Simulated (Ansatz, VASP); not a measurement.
One calculation of MgO, two programs

The input INCAR:

```
PREC = Accurate
ENCUT = 520
EDIFF = 1E-6
ISMEAR = 0
SIGMA = 0.05
LREAL = F
LASPH = T
NELM = 100
ALGO = Normal
ISIF = 2
LWAVE = F
LCHARG = F
GGA = PE
NBANDS = 16
```

Contents of KPOINTS:

```
regular mesh
0
Gamma
  9 9 6
```

POSCAR

```
MgO
1.0
    3.4157000000      0.0000000000      0.0000000000
   -1.7078500000      2.9580829717      0.0000000000
    0.0000000000      0.0000000000      4.2818000000
Mg O
2 2
Direct
    0.6666666667      0.3333333333      0.7500000000
    0.3333333333      0.6666666667      0.2500000000
    0.6666666667      0.3333333333      0.2500000000
    0.3333333333      0.6666666667      0.7500000000
```

Input for Ansatz:

```yaml
crystal:
  lattice:
    - [3.4157, 0.0, 0.0]
    - [-1.70785, 2.9580829717, 0.0]
    - [0.0, 0.0, 4.2818]
  atoms:
    - { symbol: Mg, position: [0.6666666667, 0.3333333333, 0.75] }
    - { symbol: Mg, position: [0.3333333333, 0.6666666667, 0.25] }
    - { symbol: O, position: [0.6666666667, 0.3333333333, 0.25] }
    - { symbol: O, position: [0.3333333333, 0.6666666667, 0.75] }
basis:
  ecutwfc: 520.0
kpoints:
  mp_grid: { grid: [9, 9, 6] }
hamiltonian:
  xc: pbe
  pseudopotentials: { kind: paw, azcp: { folder: soft_1 } }
scf:
  occupations: { method: gaussian, width: 0.05 }
output:
  forces: true
  stress: true
  eigenvalues: true
```

Alike in both runs: task single point; functional PBE; k mesh 9 × 9 × 6; occupations gaussian, width 0.05 eV; no spin polarisation.

|  | VASP | Ansatz |
| --- | --- | --- |
| version | VASP 6.6.1 | Ansatz 0.2.0 |
| potentials or method | VASP PAW PBE potentials, release 64 (Mg, O), cutoff 520 eV | scalar-relativistic, plane waves, PAW |
| valence electrons in the cell | 16 | 32 |

```csv
,VASP,Ansatz,Ansatz less VASP
gap on the k mesh at the Fermi level (eV),3.47,3.50,+0.021
least direct gap on the mesh (eV),3.47,3.50,+0.021
pressure (GPa),6.7,7.3,+0.56
"traceless stress, the component that is largest in VASP (GPa)",-5.05,-4.87,+0.175
```

The functional is the same, so the differences come from potentials, cutoffs and numerics. VASP's potentials hold 16 valence electrons a cell and Ansatz's 32, so a difference there can come from the potentials and not from the codes.
